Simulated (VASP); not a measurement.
Runs of VASP 6.6.1 on HfC. The structure is that of space group Fm-3m (No. 225), or close to it. The cells are those of the table. 

```tsv
task	cell	gap on the mesh (eV)	pressure (GPa)
electric field gradients	a = 3.305, b = 3.305, c = 3.288 Å, angles 60.2, 60.2, 59.7°, 2 atoms	none	-13.6
single point	a = 3.272, b = 3.272, c = 3.255 Å, angles 60.2, 60.2, 59.7°, 2 atoms	none	-6.9
single point	a = 3.272 Å, angles 60.7°, 2 atoms	none	-11.5
single point	a = 3.331 Å, angles 60.0°, 2 atoms	none	-19.5
electric field gradients	a = 3.321 Å, angles 58.7°, 2 atoms	none	-11.5
electric field gradients	a = 3.353 Å, angles 60.0°, 2 atoms	none	(a)
electric field gradients	a = 3.255, b = 3.255, c = 3.222 Å, angles 60.3, 60.3, 59.3°, 2 atoms	none	(b)
electric field gradients	a = 3.221 Å, angles 60.0°, 2 atoms	none	3.9
```

Alike in all rows: level LDA; potentials or basis VASP PAW LDA potentials, release 64 (Hf_pv, C); no spin polarisation; k mesh 12 × 12 × 12; cutoff (eV) 520; smearing fermi-dirac 0.05 eV.

**Question.** Fill in the values left out.

**Answer.** (a) -22.8; (b) -1.7.

Caveats: spin-orbit coupling is left out, which moves the levels of the heavy elements.

A k mesh can miss the band edges, and the runs leave out spin-orbit coupling on Hf.

A gap of «none» marks levels without a gap at the run's occupations.
